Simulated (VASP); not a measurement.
# RbBr (Pm-3m) in VASP: G0W0 quasiparticle levels with PBE

Aim: the G0W0 quasiparticle levels of RbBr with PBE.

Everything below comes from runs of VASP 6.6.1. Logs are shortened: lines on timing, memory, paths and dates and some standing lists are left out, and cuts for length are marked.

**1. The cell of the first run**

It takes space group Pm-3m (No. 221, cubic). Conventional cell: a = 4.124 Å, b = 4.124 Å, c = 4.124 Å, α = 90.00°, β = 90.00°, γ = 90.00°. Rb (site symmetry m-3m) has 8 Br at 3.57 Å and 6 Rb at 4.12 Å within 4.7 Å. Within 4.7 Å of Br (site symmetry m-3m) lie 8 Rb at 3.57 Å and 6 Br at 4.12 Å.

**2. G0W0 quasiparticle levels, PBE**

POSCAR reads:

```
RbBr
1.0
    4.1242529966      0.0000000000      0.0000000000
    0.0000000000      4.1242529966      0.0000000000
    0.0000000000      0.0000000000      4.1242529966
Rb Br
1 1
Direct
    0.0000000000      0.0000000000      0.0000000000
    0.5000000000      0.5000000000      0.5000000000
```

INCAR.step1 reads:

```
SYSTEM = RbBr
ALGO = Normal
EDIFF = 1E-8
ENCUT = 500
GGA = PE
ISMEAR = 0
LASPH = .True.
LCHARG = .False.
LREAL = .False.
LWAVE = .True.
NELM = 80
PREC = Accurate
SIGMA = 0.01
```

INCAR.step2 reads:

```
SYSTEM = RbBr
ALGO = Exact
EDIFF = 1E-8
ENCUT = 500
GGA = PE
ISMEAR = 0
ISTART = 1
LASPH = .True.
LCHARG = .False.
LOPTICS = .True.
LREAL = .False.
LWAVE = .True.
NBANDS = 271
NELM = 1
PREC = Accurate
SIGMA = 0.01
```

INCAR.step3 reads:

```
SYSTEM = RbBr
ALGO = EVGW0
EDIFF = 1E-8
ENCUT = 500
ENCUTGW = 140.0
GGA = PE
ISMEAR = 0
ISTART = 1
LASPH = .True.
LCHARG = .False.
LREAL = .False.
LWAVE = .False.
NBANDS = 271
NBANDSGW = 16
NELMGW = 1
NOMEGA = 48
PREC = Accurate
PRECFOCK = Fast
SIGMA = 0.01
```

KPOINTS reads:

```
k-points
0
Gamma
  4 4 4
  0 0 0
```

Potentials or basis: VASP PAW PBE potentials, release 64 (Rb_sv_GW, Br_GW).

Run with:

```
> cat potpaw_PBE.64/Rb_sv_GW/POTCAR potpaw_PBE.64/Br_GW/POTCAR > POTCAR
> cp INCAR.step1 INCAR
> mpirun -np 1 vasp_std > vasp.out
> cp INCAR.step2 INCAR
> mpirun -np 1 vasp_std > vasp.out
> cp INCAR.step3 INCAR
> mpirun -np 1 vasp_std > vasp.out
```

OUTCAR:

```text
SYSTEM = RbBr
   EDIFF = 1E-8
   ENCUT = 500
   ENCUTGW = 140.0
   GGA = PE
   ISMEAR = 0
   ISTART = 1
   LASPH = .True.
   LREAL = .False.
   NELMGW = 1
   PREC = Accurate
   PRECFOCK = Fast

 ion  position               nearest neighbor table
   1  0.000  0.000  0.000-
   2  0.500  0.500  0.500-

  LATTYP: Found a simple cubic cell.
 ALAT       =     4.1242529966

  Lattice vectors:

 A1 = (   4.1242529966,   0.0000000000,   0.0000000000)
 A2 = (   0.0000000000,   4.1242529966,   0.0000000000)
 A3 = (   0.0000000000,   0.0000000000,   4.1242529966)

Analysis of symmetry for initial positions (statically):
=====================================================================
 Subroutine PRICEL returns:
 Original cell was already a primitive cell.

 Routine SETGRP: Setting up the symmetry group for a
 simple cubic supercell.

 Subroutine GETGRP returns: Found 48 space group operations
 (whereof 48 operations were pure point group operations)
 out of a pool of 48 trial point group operations.

The static configuration has the point symmetry O_h .

Analysis of symmetry for dynamics (positions and initial velocities):
=====================================================================
 Subroutine PRICEL returns:
 Original cell was already a primitive cell.

 Routine SETGRP: Setting up the symmetry group for a
 simple cubic supercell.

 Subroutine GETGRP returns: Found 48 space group operations
 (whereof 48 operations were pure point group operations)
 out of a pool of 48 trial point group operations.

The dynamic configuration has the point symmetry O_h .

 Subroutine INISYM returns: Found 48 space group operations
 (whereof 48 operations are pure point group operations),
 and found     1 'primitive' translations

----------------------------------------------------------------------------------------

                                     Primitive cell

  volume of cell :      70.1513

  direct lattice vectors                    reciprocal lattice vectors
     4.124252997  0.000000000  0.000000000     0.242468151  0.000000000  0.000000000
     0.000000000  4.124252997  0.000000000     0.000000000  0.242468151  0.000000000
     0.000000000  0.000000000  4.124252997     0.000000000  0.000000000  0.242468151

[... 48 lines left out ...]
  0.500000  0.500000  0.250000      6.000000
  0.500000  0.500000  0.500000      1.000000
   k-points           NKPTS =     10   k-points in BZ     NKDIM =     64   number of bands    NBANDS=    271
   number of dos      NEDOS =    301   number of ions     NIONS =      2
   total plane-waves  NPLWV =  27000
   dimension x,y,z NGX =    30 NGY =   30 NGZ =   30
   dimension x,y,z NGXF=    60 NGYF=   60 NGZF=   60
   ions per type =               1   1
   NGX,Y,Z   is equivalent  to a cutoff of  12.09, 12.09, 12.09 a.u.
   NGXF,Y,Z  is equivalent  to a cutoff of  24.19, 24.19, 24.19 a.u.
 SYSTEM =  RbBr
   PREC   = accura    normal or accurate (medium, high low for compatibility)
   ISTART =      1    job   : 0-new  1-cont  2-samecut
   ICHARG =      0    charge: 1-file 2-atom 10-const
   ISPIN  =      1    spin polarized calculation?
   LNONCOLLINEAR =      F non collinear calculations
   LSORBIT =      F    spin-orbit coupling
   LASPH  =      T    aspherical Exc in radial PAW
   ENCUT  =  500.0 eV  36.75 Ry    6.06 a.u.   7.52  7.52  7.52*2*pi/ulx,y,z
   NELM   =     60;   NELMIN=  2; NELMDL=  0     # of ELM steps
   EDIFF  = 0.1E-07   stopping-criterion for ELM
   LREAL  =      F    real-space projection
   EDIFFG = 0.1E-06   stopping-criterion for IOM
   NSW    =      0    number of steps for IOM
   IBRION =     -1    ionic relax: 0-MD 1-quasi-New 2-CG
   NFREE  =      0    steps in history (QN), initial steepest desc. (CG)
   ISIF   =      0    stress and relaxation
   ISYM   =      3    0-nonsym 1-usesym 2-fastsym
   POTIM  = 0.5000    time-step for ionic-motion
   TEBEG  =    0.0;   TEEND  =   0.0 temperature during run
   PSTRESS=    0.0 pullay stress
   NELECT =      16.0000    total number of electrons
   NUPDOWN=      -1.0000    fix difference up-down
   EMIN   =  10.00;   EMAX   =-10.00  energy-range for DOS
   EFERMI =   0.00;   METHOD = LEGACY
   ISMEAR =     0;   SIGMA  =   0.01  broadening in eV -4-tet -1-fermi 0-gaus
   EFERMI_NEDOS =   21; number of points for ismear=-14 and -15
   IALGO  =     38    algorithm
   IMIX   =      4    mixing-type and parameters
     AMIX     =   0.40;   BMIX     =  1.00
     AMIX_MAG =   1.60;   BMIX_MAG =  1.00
  volume/ion in A,a.u.               =      35.08       236.70
  Fermi-wavevector in a.u.,A,eV,Ry     =   1.000237  1.890174 13.612272  1.000474
  Thomas-Fermi vector in A             =   2.132580
   LORBIT       =      0    0 simple, 1 ext, 2 COOP (PROOUT), +10 PAW based schemes
   GGA     = PE    functional components
   LHFCALC =     T    Hartree Fock is set to
   PRECFOCK=fast      Normal, Fast or Accurate (Low or Medium for compatibility)
   ENCUT4O =  -1.0   cutoff for four orbital integrals eV
   NKREDX  =     1    reduce k-point grid by
   NKREDY  =     1    reduce k-point grid by
   NKREDZ  =     1    reduce k-point grid by
   AEXX    =    1.0000 exact exchange contribution
   HFSCREEN=    0.0000 screening length (either q_TF or 0.3 A-1)
   HFSCREENC=   0.0000 screening length for correlation (either q_TF or 0.3 A-1)
   ENCUTFOCK=  -1.0 apply spherical cutoff to Coloumb kernel
   IVDW    =     0    specifies the selected vdW correction
   LEPSILON=     F    determine dielectric tensor
   LRPA    =     F    only Hartree local field effects (RPA)
   LRPAFORCE           =     F    calculate RPA forces
   ENCUTGW             = 140.0    cutoff for response function in eV
   ENCUTGWSOFT         = 112.0    soft cutoff for Coulomb kernel in GW response function in eV
   ENCUTLF             =  -1.0    cutoff for local field effects
   NELMGW              =     1    number of iterations in solving QP/BSE equation
   NELMHF              =     1    number of iterations in the inner HF iteration
   NKREDLFX            =     1    NKREDLFY  =   1   NKREDLFZ  =   1
 non-spin polarized calculation
 Gauss-broadening in eV      SIGMA  =   0.01
  energy-cutoff  :      500.00
  volume of cell :       70.15
 maximum number of plane-waves:      1800
  NGX = 18; NGY = 18; NGZ = 18
   NGX = 15   NGY = 15   NGZ = 15
 maximum number of plane-waves:       280
 NGX is ok and might be reduce to    18

 QP shifts <psi_nk| G(iteration)W_0 |psi_nk>: iteration 1
 for sc-GW calculations column KS-energies equals QP-energies in previous step
 and V_xc(KS)=  KS-energies - (<T + V_ion + V_H > + <T+V_H+V_ion>^1  + <V_x>^1)

 k-point   1 :       0.0000    0.0000    0.0000
  band No.  KS-energies  QP-energies   sigma(KS)   V_xc(KS)     V^pw_x(r,r')   Z            occupation Imag(sigma)

      1     -25.0565     -26.6542     -18.7697     -16.4592     -26.9014       0.6914       2.0000       1.1482
      2     -12.5670     -13.9790     -15.9356     -13.8937     -22.1233       0.6915       2.0000       1.2923
      3      -9.0362     -11.6864     -18.4848     -15.2002     -20.9063       0.8069       2.0000       0.1249
      4      -9.0362     -11.6864     -18.4848     -15.2002     -20.9063       0.8069       2.0000       0.1249
      5      -9.0362     -11.6864     -18.4848     -15.2002     -20.9063       0.8069       2.0000       0.1249
      6      -0.1011      -1.8875     -14.9101     -12.6594     -16.4857       0.7937       2.0000       0.0954
[... 175 lines left out ...]
      2     -12.2704     -13.6597     -16.2036     -14.2040     -22.2780       0.6948       2.0000       1.2074
      3      -9.2610     -11.9229     -18.2092     -14.8977     -20.6417       0.8039       2.0000       0.1222
      4      -9.2610     -11.9229     -18.2092     -14.8977     -20.6417       0.8039       2.0000       0.1222
      5      -9.2610     -11.9229     -18.2092     -14.8977     -20.6417       0.8039       2.0000       0.1222
      6      -1.2859      -3.1973     -13.8296     -11.3886     -15.6054       0.7830       2.0000       0.1125
[... 8 lines left out ...]
     15      12.1806      14.0109      -9.1151     -11.3750      -5.0904       0.8099       0.0000      -0.1705
     16      12.1806      14.0109      -9.1151     -11.3750      -5.0904       0.8099       0.0000      -0.1705
```

OUTCAR.step2:

```text
SYSTEM = RbBr
   EDIFF = 1E-8
   ENCUT = 500
   GGA = PE
[... 769 lines left out ...]
  --------------------------------------------------------------------------------------------------------------
     0.00000     3.21338     3.21338     3.21338     0.00000     0.00000     0.00000
     2.00280     3.36284     3.36284     3.36284     0.00000     0.00000     0.00000
     4.00560     4.42646     4.42646     4.42646     0.00000     0.00000     0.00000
     6.00840     5.31825     5.31825     5.31825     0.00000     0.00000     0.00000
     8.01120     2.07292     2.07292     2.07292     0.00000    -0.00000    -0.00000
    10.01400    -0.11336    -0.11336    -0.11336    -0.00000    -0.00000    -0.00000
[... 92 lines left out ...]
   196.27443     0.99172     0.99172     0.99172    -0.00000    -0.00000    -0.00000
   198.27723     0.99189     0.99189     0.99189    -0.00000    -0.00000    -0.00000
```

It took 6.7 min on 1 thread of Intel Xeon 6975P-C (Granite Rapids), shared host; peak memory 1.1 GiB.

What came out:

```yaml
Band_gap_on_the_k_mesh_mean-field_level: 4.08 eV, indirect (least direct gap 4.23 eV)
Quasiparticle_gap: 6.46 eV
Least_direct_quasiparticle_gap: 6.63 eV
```

Caveat: bands, screening cutoff and mesh are small and nothing is extrapolated, so the quasiparticle values aren't converged. A k mesh can miss the band edges.
